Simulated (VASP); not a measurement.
A run of VASP 6.6.1:

File INCAR:

```
SYSTEM = HfSn2O6
PREC = Accurate
ENCUT = 520
EDIFF = 1E-6
ISMEAR = 0
SIGMA = 0.02
LREAL = .False.
LASPH = .True.
NELM = 100
ALGO = Normal
ISIF = 2
LWAVE = .False.
LCHARG = .False.
GGA = PS
NBANDS = 47
```

The input KPOINTS:

```
regular mesh
0
Gamma
  12 12 4
  0 0 0
```

The input POSCAR:

```
HfSn2O6
1.0
    3.5632574268      0.0000000000      0.0000000000
   -1.7816287134      3.0858714519      0.0000000000
    0.0000000000      0.0000000000      9.2186420336
Hf Sn O
1 2 6
Direct
    0.0000000000      0.0000000000      0.5000000000
    0.6666666667      0.3333333333      0.8320961023
    0.3333333333      0.6666666667      0.1679038977
    0.0000000000      0.0000000000      0.7463510243
    0.3333333333      0.6666666667      0.4167691503
    0.6666666667      0.3333333333      0.0837636501
    0.6666666667      0.3333333333      0.5832308497
    0.0000000000      0.0000000000      0.2536489757
    0.3333333333      0.6666666667      0.9162363499
```

Potentials or basis: VASP PAW PBE potentials, release 64 (Hf_pv, Sn_d, O).

Launch:

```console
$ cat potpaw_PBE.64/Hf_pv/POTCAR potpaw_PBE.64/Sn_d/POTCAR potpaw_PBE.64/O/POTCAR > POTCAR
$ mpirun -np 1 vasp_std > vasp.out
```

Hardware: 1 thread of AMD EPYC 9R45 96-Core Processor (Zen 5) (shared host).

Problem. Estimate the wall time of this run.

Solution. Run time: 2.9 min on 1 thread of AMD EPYC 9R45 96-Core Processor (Zen 5), on a shared host, peak memory 0.38 GiB. Counts: scf iterations 15, k points 69.
